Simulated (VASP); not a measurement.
## PdPt: single point with LDA

Crystal: PdPt.

```
Pd Pt
1.0
     1.33846    0.77276    4.38459
    -1.33846    0.77276    4.38459
     0.00000   -1.54552    4.38459
Pd Pt
1 1
Direct
  0.00000 0.00000 0.00000
  0.50000 0.50000 0.50000
```

```json
{
  "Program": "VASP 6.6.1",
  "Task": "single point",
  "Functional": "LDA",
  "Potentials or basis": "VASP PAW LDA potentials, release 64 (Pd, Pt)",
  "Cutoff": "520 eV",
  "k mesh": "15 × 15 × 15",
  "Occupations": "fermi-dirac, width 0.05 eV",
  "Spin": "no spin polarisation",
  "Dipole correction": "no",
  "Further INCAR settings": "ALGO = Normal; EDIFF = 1e-07; NBANDS = 17"
}
```

```json
{
 "Pressure": "19.0 GPa",
 "Band gap on the k mesh": "zero (bands 10 and 11 overlap by 1.78 eV)"
}
```

Stress tensor (GPa, compression positive):
```
19.04  0.00  0.00
 0.00 19.04  0.00
 0.00  0.00 18.81
```

Levels at points of the mesh, in eV from the Fermi level:
| k point | band 7 | band 8 | band 9 | band 10 | band 11 | band 12 | band 13 | band 14 |
| --- | --- | --- | --- | --- | --- | --- | --- | --- |
| (0.00, 0.00, 0.00) | -3.60 | -1.63 | -1.63 | -0.08 | 0.04 | 0.04 | 7.37 | 14.81 |

It took 3.1 min on 1 thread of Intel(R) Xeon(R) Platinum 8488C (Sapphire Rapids), with other jobs on the host, peak memory 0.31 GiB.

Caveat: the cell stands under pressure; spin-orbit coupling is left out, which moves the levels of the heavy elements.
